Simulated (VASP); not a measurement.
# SrTlB6 (P4/mmm) in VASP: notebook

SrTlB6 is run at these levels: PBE; tasks: single point, relaxation of cell and atoms.

Program: VASP 6.6.1. These are calculated values, not measurements. Logs are shortened: lines on timing, memory, paths and dates and some standing lists are left out, and cuts for length are marked.

### 1 The cell of the first run

Symmetry: P4/mmm, No. 123, tetragonal system. The conventional cell has a = 3.877 Å, b = 3.877 Å, c = 7.632 Å, α = 90.00°, β = 90.00°, γ = 90.00°. Within 3.6 Å of Sr (site symmetry 4/mmm) lie 12 B at 2.72 to 2.74 Å. Within 3.6 Å of Tl (site symmetry 4/mmm) lie 12 B at 2.72 to 2.74 Å. Within 3.6 Å of B (site symmetry 4/mmm) lie 8 B at 2.72 Å and 4 Tl at 2.74 Å. B (site symmetry 4/mmm) has 8 B at 2.72 Å and 4 Sr at 2.74 Å within 3.6 Å. Within 3.6 Å of B (site symmetry 2mm) lie 2 Sr at 2.72 Å and 8 B at 2.72 to 2.74 Å and 2 Tl at 2.72 Å.

### 2 Single point, PBE

File INCAR:

```
SYSTEM = SrTlB6
PREC = Accurate ; ENCUT = 520
EDIFF = 1E-6 ; ISMEAR = 0
SIGMA = 0.1 ; LREAL = .FALSE.
LASPH = .TRUE. ; NELM = 60
ALGO = Normal ; ISIF = 2
LWAVE = .FALSE. ; LCHARG = .FALSE.
GGA = PE ; NBANDS = 30
```

File KPOINTS:

```
regular mesh
0
G
  4 4 2
  0 0 0
```

File POSCAR:

```
SrTlB6
1.0
    3.8765502900      0.0000000000      0.0000000000
    0.0000000000      3.8765502900      0.0000000000
    0.0000000000      0.0000000000      7.6322705100
Sr Tl B
1 1 6
Direct
    0.0000000000      0.0000000000      0.5000000000
    0.0000000000      0.0000000000      0.0000000000
    0.5000000000      0.5000000000      0.0000000000
    0.5000000000      0.5000000000      0.5000000000
    0.5000000000      0.0000000000      0.2504169900
    0.5000000000      0.0000000000      0.7495830100
    0.0000000000      0.5000000000      0.2504169900
    0.0000000000      0.5000000000      0.7495830100
```

Potentials or basis: VASP PAW PBE potentials, release 64 (Sr_sv, Tl_d, B).

Launch:

```sh
> cat potpaw_PBE.64/Sr_sv/POTCAR potpaw_PBE.64/Tl_d/POTCAR potpaw_PBE.64/B/POTCAR > POTCAR
> mpirun -np 1 vasp_std > vasp.out
```

OUTCAR:

```text
SYSTEM = SrTlB6
   PREC = Accurate
   ENCUT = 520
   EDIFF = 1E-6
   ISMEAR = 0
   LREAL = .FALSE.
   LASPH = .TRUE.
   NELM = 60
   ISIF = 2
   GGA = PE

 ion  position               nearest neighbor table
   1  0.000  0.000  0.500-   5 2.72   6 2.72   7 2.72   8 2.72   7 2.72   8 2.72   5 2.72   6 2.72
                             4 2.74   4 2.74   4 2.74   4 2.74   2 3.82   2 3.82
   2  0.000  0.000  0.000-   5 2.72   6 2.72   7 2.72   8 2.72   7 2.72   8 2.72   5 2.72   6 2.72
                             3 2.74   3 2.74   3 2.74   3 2.74   1 3.82   1 3.82
   3  0.500  0.500  0.000-   2 2.74   2 2.74   2 2.74   2 2.74
   4  0.500  0.500  0.500-   1 2.74   1 2.74   1 2.74   1 2.74
   5  0.500  0.000  0.250-   1 2.72   1 2.72   2 2.72   2 2.72
   6  0.500  0.000  0.750-   1 2.72   1 2.72   2 2.72   2 2.72
   7  0.000  0.500  0.250-   1 2.72   1 2.72   2 2.72   2 2.72
   8  0.000  0.500  0.750-   1 2.72   1 2.72   2 2.72   2 2.72

  LATTYP: Found a simple tetragonal cell.
 ALAT       =     3.8765502900
 C/A-ratio  =     1.9688305166

  Lattice vectors:

 A1 = (   3.8765502900,   0.0000000000,   0.0000000000)
 A2 = (   0.0000000000,   3.8765502900,   0.0000000000)
 A3 = (   0.0000000000,   0.0000000000,   7.6322705100)

Analysis of symmetry for initial positions (statically):
=====================================================================
 Subroutine PRICEL returns:
 Original cell was already a primitive cell.

 Routine SETGRP: Setting up the symmetry group for a
 simple tetragonal supercell.

 Subroutine GETGRP returns: Found 16 space group operations
 (whereof 16 operations were pure point group operations)
 out of a pool of 16 trial point group operations.

The static configuration has the point symmetry D_4h.

Analysis of symmetry for dynamics (positions and initial velocities):
=====================================================================
 Subroutine PRICEL returns:
 Original cell was already a primitive cell.

 Routine SETGRP: Setting up the symmetry group for a
 simple tetragonal supercell.

 Subroutine GETGRP returns: Found 16 space group operations
 (whereof 16 operations were pure point group operations)
 out of a pool of 16 trial point group operations.

The dynamic configuration has the point symmetry D_4h.

 Subroutine INISYM returns: Found 16 space group operations
 (whereof 16 operations are pure point group operations),
 and found     1 'primitive' translations

----------------------------------------------------------------------------------------

                                     Primitive cell

  volume of cell :     114.6950

  direct lattice vectors                    reciprocal lattice vectors
     3.876550290  0.000000000  0.000000000     0.257961312  0.000000000  0.000000000
     0.000000000  3.876550290  0.000000000     0.000000000  0.257961312  0.000000000
     0.000000000  0.000000000  7.632270510     0.000000000  0.000000000  0.131022610

  length of vectors
     3.876550290  3.876550290  7.632270510     0.257961312  0.257961312  0.131022610

  position of ions in fractional coordinates (direct lattice)
     0.000000000  0.000000000  0.500000000
     0.000000000  0.000000000  0.000000000
     0.500000000  0.500000000  0.000000000
     0.500000000  0.500000000  0.500000000
     0.500000000  0.000000000  0.250416990
     0.500000000  0.000000000  0.749583010
     0.000000000  0.500000000  0.250416990
     0.000000000  0.500000000  0.749583010

  ion indices of the primitive-cell ions
   primitive index   ion index
                 1           1
                 2           2
                 3           3
                 4           4
                 5           5
                 6           6
                 7           7
                 8           8

----------------------------------------------------------------------------------------

 KPOINTS: regular mesh

Automatic generation of k-mesh.
 Grid dimensions read from file:
 generate k-points for:    4    4    2

 Generating k-lattice:

  Cartesian coordinates                     Fractional coordinates (reciprocal lattice)
     0.064490328  0.000000000  0.000000000     0.250000000  0.000000000  0.000000000
     0.000000000  0.064490328  0.000000000     0.000000000  0.250000000  0.000000000
     0.000000000  0.000000000  0.065511305     0.000000000  0.000000000  0.500000000

  Length of vectors
     0.064490328  0.064490328  0.065511305

  Shift w.r.t. Gamma in fractional coordinates (k-lattice)
     0.000000000  0.000000000  0.000000000

 Subroutine IBZKPT returns following result:
 ===========================================

 Found     12 irreducible k-points:

 Following reciprocal coordinates:
            Coordinates               Weight
  0.000000  0.000000  0.000000      1.000000
  0.250000  0.000000  0.000000      4.000000
  0.500000  0.000000  0.000000      2.000000
  0.250000  0.250000  0.000000      4.000000
  0.500000  0.250000  0.000000      4.000000
  0.500000  0.500000  0.000000      1.000000
  0.000000  0.000000  0.500000      1.000000
  0.250000  0.000000  0.500000      4.000000
  0.500000  0.000000  0.500000      2.000000
  0.250000  0.250000  0.500000      4.000000
  0.500000  0.250000  0.500000      4.000000
  0.500000  0.500000  0.500000      1.000000
   k-points           NKPTS =     12   k-points in BZ     NKDIM =     12   number of bands    NBANDS=     30
   number of dos      NEDOS =    301   number of ions     NIONS =      8
   total plane-waves  NPLWV =  54000
   dimension x,y,z NGX =    30 NGY =   30 NGZ =   60
   dimension x,y,z NGXF=    60 NGYF=   60 NGZF=  120
   ions per type =               1   1   6
   NGX,Y,Z   is equivalent  to a cutoff of  12.87, 12.87, 13.07 a.u.
   NGXF,Y,Z  is equivalent  to a cutoff of  25.73, 25.73, 26.14 a.u.
 SYSTEM =  SrTlB6
   PREC   = accura    normal or accurate (medium, high low for compatibility)
   ISTART =      0    job   : 0-new  1-cont  2-samecut
   ICHARG =      2    charge: 1-file 2-atom 10-const
   ISPIN  =      1    spin polarized calculation?
   LNONCOLLINEAR =      F non collinear calculations
   LSORBIT =      F    spin-orbit coupling
   LASPH  =      T    aspherical Exc in radial PAW
   ENCUT  =  520.0 eV  38.22 Ry    6.18 a.u.   7.21  7.21 14.19*2*pi/ulx,y,z
   NELM   =     60;   NELMIN=  2; NELMDL= -5     # of ELM steps
   EDIFF  = 0.1E-05   stopping-criterion for ELM
   LREAL  =      F    real-space projection
   EDIFFG = 0.1E-04   stopping-criterion for IOM
   NSW    =      0    number of steps for IOM
   IBRION =     -1    ionic relax: 0-MD 1-quasi-New 2-CG
   NFREE  =      0    steps in history (QN), initial steepest desc. (CG)
   ISIF   =      2    stress and relaxation
   ISYM   =      2    0-nonsym 1-usesym 2-fastsym
   POTIM  = 0.5000    time-step for ionic-motion
   TEBEG  =    0.0;   TEEND  =   0.0 temperature during run
   PSTRESS=    0.0 pullay stress
   NELECT =      41.0000    total number of electrons
   NUPDOWN=      -1.0000    fix difference up-down
   EMIN   =  10.00;   EMAX   =-10.00  energy-range for DOS
   EFERMI =   0.00;   METHOD = LEGACY
   ISMEAR =     0;   SIGMA  =   0.10  broadening in eV -4-tet -1-fermi 0-gaus
   EFERMI_NEDOS =   21; number of points for ismear=-14 and -15
   IALGO  =     38    algorithm
   IMIX   =      4    mixing-type and parameters
     AMIX     =   0.40;   BMIX     =  1.00
     AMIX_MAG =   1.60;   BMIX_MAG =  1.00
  volume/ion in A,a.u.               =      14.34        96.75
  Fermi-wavevector in a.u.,A,eV,Ry     =   1.161862  2.195601 18.366825  1.349924
  Thomas-Fermi vector in A             =   2.298429
   LORBIT       =      0    0 simple, 1 ext, 2 COOP (PROOUT), +10 PAW based schemes
   GGA     = PE    functional components
   LHFCALC =     F    Hartree Fock is set to
   AEXX    =    0.0000 exact exchange contribution
   IVDW    =     0    specifies the selected vdW correction
   LEPSILON=     F    determine dielectric tensor
   LRPA    =     F    only Hartree local field effects (RPA)
 non-spin polarized calculation
 Gauss-broadening in eV      SIGMA  =   0.10
  energy-cutoff  :      520.00
  volume of cell :      114.70
 maximum number of plane-waves:      3116
 NGX is ok and might be reduce to    30
   NGX = 15   NGY = 15   NGZ = 29

 number of electron      41.0000001 magnetization

 Free energy of the ion-electron system (eV)
  ---------------------------------------------------
  ext. energy  EPLUGINS =         0.00000000
  ---------------------------------------------------
  free energy    TOTEN  =       -26.44530665 eV

  energy without entropy =      -26.41979639  energy(sigma->0) =      -26.43255152

 E-fermi :   4.4786     XC(G=0): -10.6019

 val. band max:        4.4714278342   @ k =   0.2500   0.2500   0.5000
 cond. band min:       4.5079435732   @ k =   0.5000   0.5000   0.0000
 fundamental gap:      0.0365157390
 Fermi energy:         4.4786320326

 k-point     1 :       0.0000    0.0000    0.0000
  band No.  band energies     occupation
      1     -28.8200      2.00000
      2     -11.4044      2.00000
      3     -10.9775      2.00000
      4     -10.9775      2.00000
      5      -7.1548      2.00000
      6      -7.1267      2.00000
[... 22 lines left out ...]
     29       8.2844      0.00000
     30       8.8740      0.00000

 k-point     2 :       0.2500    0.0000    0.0000
  band No.  band energies     occupation
      1     -28.8071      2.00000
      2     -11.3482      2.00000
      3     -11.2702      2.00000
      4     -10.9433      2.00000
      5      -7.1170      2.00000
      6      -7.0492      2.00000
[... 22 lines left out ...]
     29       7.6056      0.00000
     30       8.1973      0.00000

 k-point     3 :       0.5000    0.0000    0.0000
  band No.  band energies     occupation
      1     -28.7943      2.00000
      2     -11.5335      2.00000
      3     -11.2903      2.00000
      4     -10.9086      2.00000
      5      -7.1712      2.00000
      6      -7.0868      2.00000
[... 22 lines left out ...]
     29       7.1939      0.00000
     30       8.7629      0.00000

 k-point     4 :       0.2500    0.2500    0.0000
  band No.  band energies     occupation
      1     -28.7945      2.00000
      2     -11.2973      2.00000
      3     -11.2419      2.00000
      4     -11.1977      2.00000
      5      -7.0444      2.00000
      6      -7.0438      2.00000
[... 22 lines left out ...]
     29       8.5316      0.00000
     30       8.6358      0.00000

 k-point     5 :       0.5000    0.2500    0.0000
  band No.  band energies     occupation
      1     -28.7817      2.00000
      2     -11.4718      2.00000
      3     -11.2451      2.00000
      4     -11.1686      2.00000
      5      -7.1450      2.00000
      6      -7.1392      2.00000
[... 22 lines left out ...]
     29       8.4627      0.00000
     30       8.7178      0.00000
[... 130 lines left out ...]
     29       8.0173      0.00000
     30       8.0175      0.00000

 k-point    10 :       0.2500    0.2500    0.5000
  band No.  band energies     occupation
      1     -28.7944      2.00000
      2     -11.3080      2.00000
      3     -11.2420      2.00000
      4     -11.1982      2.00000
      5      -7.0445      2.00000
      6      -7.0411      2.00000
[... 22 lines left out ...]
     29       8.2252      0.00000
     30       8.3379      0.00000

 k-point    11 :       0.5000    0.2500    0.5000
  band No.  band energies     occupation
      1     -28.7817      2.00000
      2     -11.4722      2.00000
      3     -11.2543      2.00000
      4     -11.1689      2.00000
      5      -7.1449      2.00000
      6      -7.1304      2.00000
[... 22 lines left out ...]
     29       8.5932      0.00000
     30       8.8587      0.00000

 k-point    12 :       0.5000    0.5000    0.5000
  band No.  band energies     occupation
      1     -28.7691      2.00000
      2     -11.4086      2.00000
      3     -11.4086      2.00000
      4     -11.2070      2.00000
      5      -7.2787      2.00000
      6      -7.1004      2.00000
[... 22 lines left out ...]
     29       9.1372      0.00000
     30       9.2958      0.00000

------------------------ aborting loop because EDIFF is reached ----------------------------------------

  FORCE on cell =-STRESS in cart. coord.  units (eV):
  Direction    XX          YY          ZZ          XY          YZ          ZX
  --------------------------------------------------------------------------------------
  -------------------------------------------------------------------------------------
  Total       -2.2449950     -2.2449950     -5.3770664      0.0000000      0.0000000     -0.0000000
  in kB      -31.3603830    -31.3603830    -75.1123552      0.0000000      0.0000000     -0.0000000
  external PRESSURE =     -45.9443737 kB  Pullay stress =       0.0000000 kB

 VOLUME and BASIS-vectors are now :
 -----------------------------------------------------------------------------
  energy-cutoff  :      520.00
  volume of cell :      114.70
      direct lattice vectors                 reciprocal lattice vectors
     3.876550290  0.000000000  0.000000000     0.257961312  0.000000000  0.000000000
     0.000000000  3.876550290  0.000000000     0.000000000  0.257961312  0.000000000
     0.000000000  0.000000000  7.632270510     0.000000000  0.000000000  0.131022610

 POSITION                                       TOTAL-FORCE (eV/Angst)
 -----------------------------------------------------------------------------------
      0.00000      0.00000      3.81614         0.000000      0.000000      0.000000
      0.00000      0.00000      0.00000         0.000000      0.000000      0.000000
      1.93828      1.93828      0.00000         0.000000      0.000000      0.000000
      1.93828      1.93828      3.81614         0.000000      0.000000      0.000000
      1.93828      0.00000      1.91125         0.000000      0.000000     -0.616381
      1.93828      0.00000      5.72102        -0.000000     -0.000000      0.616381
      0.00000      1.93828      1.91125         0.000000      0.000000     -0.616381
      0.00000      1.93828      5.72102        -0.000000     -0.000000      0.616381
 -----------------------------------------------------------------------------------
    total drift:                                0.000000     -0.000000      0.000000

  FREE ENERGIE OF THE ION-ELECTRON SYSTEM (eV)
  ---------------------------------------------------
  free  energy   TOTEN  =       -26.4453066518 eV

  energy  without entropy=      -26.4197963861  energy(sigma->0) =      -26.43255152
```

Run time: 81 s. Hardware: 1 thread of Intel Xeon 6975P-C, shared host; peak memory 0.24 GiB.

Results:

| Item | Value |
| --- | --- |
| Free energy | -26.4453 eV |
| Pressure | -4.6 GPa |
| Largest force | 0.616 eV/Å |

Forces on the atoms (eV/Å):
```
Sr   0.000  0.000  0.000
Tl   0.000  0.000  0.000
B    0.000  0.000  0.000
B    0.000  0.000  0.000
B    0.000  0.000 -0.616
B    0.000  0.000  0.616
B    0.000  0.000 -0.616
B    0.000  0.000  0.616
```

Caveat: the k points lie up to 0.41 Å⁻¹ apart; spin-orbit coupling is left out, which moves the levels of the heavy elements.

### 3 Relaxation of cell and atoms, PBE

This run uses another cell than the first one, of 13.39 Å³/atom, 0.934 times its volume.

File INCAR:

```
PREC = Accurate ; ENCUT = 600
EDIFF = 1E-7 ; ISMEAR = 0
SIGMA = 0.1 ; LREAL = False
LASPH = True ; NELM = 100
ALGO = Normal ; ISIF = 3
LWAVE = False ; LCHARG = False
GGA = PE ; IBRION = 2
NSW = 100 ; EDIFFG = -0.01
```

File KPOINTS:

```
regular mesh
0
Gamma
  10 10 6
```

File POSCAR:

```
SrTlB6
1.0
    3.9629407706      0.0000000000      0.0000000000
    0.0000000000      3.9629407706      0.0000000000
    0.0000000000      0.0000000000      6.8197285704
Sr Tl B
1 1 6
Direct
    0.0000000000      0.0000000000      0.5000000000
    0.0000000000      0.0000000000      0.0000000000
    0.5000000000      0.5000000000      0.0000000000
    0.5000000000      0.5000000000      0.5000000000
    0.5000000000      0.0000000000      0.2185200525
    0.5000000000      0.0000000000      0.7814799475
    0.0000000000      0.5000000000      0.2185200525
    0.0000000000      0.5000000000      0.7814799475
```

Potentials or basis: VASP PAW PBE potentials, release 64 (Sr_sv, Tl_d, B).

Launch:

```sh
> cat potpaw_PBE.64/Sr_sv/POTCAR potpaw_PBE.64/Tl_d/POTCAR potpaw_PBE.64/B/POTCAR > POTCAR
> mpirun -np 1 vasp_std > vasp.out
```

Wall time 32 min (1 thread of Intel Xeon 6975P-C (Granite Rapids), shared host); peak memory 0.46 GiB.

Results (log left out):

| Quantity | Value |
| --- | --- |
| Free energy | -29.1169 eV |
| Relaxed volume | 14.77 Å³/atom |
| Relaxed cell | a = 4.392 Å, b = 4.392 Å, c = 6.127 Å, α = 90.00°, β = 90.00°, γ = 90.00° |
| Space group after relaxing (to 0.05 Å) | P4/mmm (No. 123) |
| Energy gained by relaxing | 254.7 meV/atom |
| Ionic steps | 30 |
| Pressure after relaxing | 0.0 GPa |
| Largest force after relaxing | 0.008 eV/Å |

Forces on the atoms (eV/Å):
```
Sr   0.000  0.000  0.000
Tl   0.000  0.000  0.000
B    0.000  0.000  0.000
B    0.000  0.000  0.000
B    0.000  0.000 -0.008
B    0.000  0.000  0.008
B    0.000  0.000 -0.008
B    0.000  0.000  0.008
```

Step by step:
```tsv
step	energy change (eV)	largest force (eV/Å)	pressure (GPa)	volume (Å³)
1	0.0000	0.2002	-0.01	107.10
2	-0.0390	0.2551	-0.04	107.09
3	-0.1590	0.4617	0.19	106.91
4	-0.2442	0.9461	1.48	105.96
5	-0.2415	1.1729	2.04	105.51
6	-0.2533	1.2048	2.00	105.59
7	-0.2886	1.3067	1.87	105.83
8	-0.3678	1.5028	1.63	106.27
9	-0.5326	1.8396	1.75	107.01
10	-0.4385	0.6978	7.30	107.83
11	-0.5639	1.9351	2.23	107.30
12	-0.6225	1.8054	3.97	107.63
13	-0.6991	1.4985	4.57	108.31
14	-0.7184	1.0131	5.33	108.90
15	-0.8388	0.9219	4.82	109.60
16	-1.1502	0.6213	3.50	111.69
17	-1.5650	0.1105	1.78	115.88
18	-1.6074	2.5488	1.18	124.31
19	-1.7070	1.4895	1.16	120.99
20	-1.9083	0.1996	-1.54	122.48
21	-1.9379	0.5031	-3.39	123.76
22	-1.9409	0.3802	-3.02	123.48
23	-1.9900	0.2724	-2.16	121.82
24	-2.0364	0.0261	-0.26	118.62
25	-2.0376	0.0256	0.16	117.99
26	-2.0376	0.0165	0.08	118.10
27	-2.0378	0.0016	0.02	118.14
28	-2.0378	0.0136	-0.02	118.17
29	-2.0378	0.0126	-0.02	118.16
30	-2.0378	0.0078	0.00	118.16
```

Final structure:
```cif
data_structure
_symmetry_space_group_name_H-M 'P 1'
_symmetry_Int_Tables_number 1
_cell_length_a 4.3916
_cell_length_b 4.3916
_cell_length_c 6.1266
_cell_angle_alpha 90.000
_cell_angle_beta 90.000
_cell_angle_gamma 90.000
_cell_volume 118.16
loop_
_atom_site_label
_atom_site_type_symbol
_atom_site_fract_x
_atom_site_fract_y
_atom_site_fract_z
_atom_site_occupancy
Sr1 Sr 0.00000 0.00000 0.50000 1
Tl1 Tl 0.00000 0.00000 0.00000 1
B1 B 0.50000 0.50000 0.00000 1
B2 B 0.50000 0.50000 0.50000 1
B3 B 0.50000 0.00000 0.13670 1
B4 B 0.50000 0.00000 0.86330 1
B5 B 0.00000 0.50000 0.13670 1
B6 B 0.00000 0.50000 0.86330 1
```

Levels at points of the mesh, in eV from the Fermi level:
| k point | band 16 | band 17 | band 18 | band 19 | band 20 | band 21 | band 22 | band 23 | band 24 | band 25 |
| --- | --- | --- | --- | --- | --- | --- | --- | --- | --- | --- |
| (0.00, 0.00, 0.00) | -3.69 | -1.28 | -0.84 | -0.84 | -0.39 | -0.20 | 1.26 | 1.26 | 1.30 | 2.25 |
| (0.50, 0.00, 0.00) | -3.42 | -3.37 | -3.11 | -2.35 | 0.18 | 0.51 | 0.94 | 1.79 | 2.50 | 2.88 |
| (0.50, 0.50, 0.00) | -2.76 | -2.57 | -1.63 | -1.63 | -1.51 | 1.73 | 2.59 | 2.59 | 2.92 | 3.62 |
| (0.00, 0.00, 0.50) | -3.61 | -1.95 | -1.68 | -0.89 | -0.89 | 0.40 | 0.40 | 0.87 | 1.72 | 2.07 |
| (0.50, 0.00, 0.50) | -3.23 | -3.01 | -1.93 | -1.41 | -0.45 | -0.14 | -0.01 | 1.27 | 1.91 | 2.62 |
| (0.50, 0.50, 0.50) | -3.00 | -2.58 | -0.97 | -0.97 | -0.62 | 1.41 | 1.75 | 1.76 | 1.76 | 3.05 |

Caveat: spin-orbit coupling is left out, which moves the levels of the heavy elements.
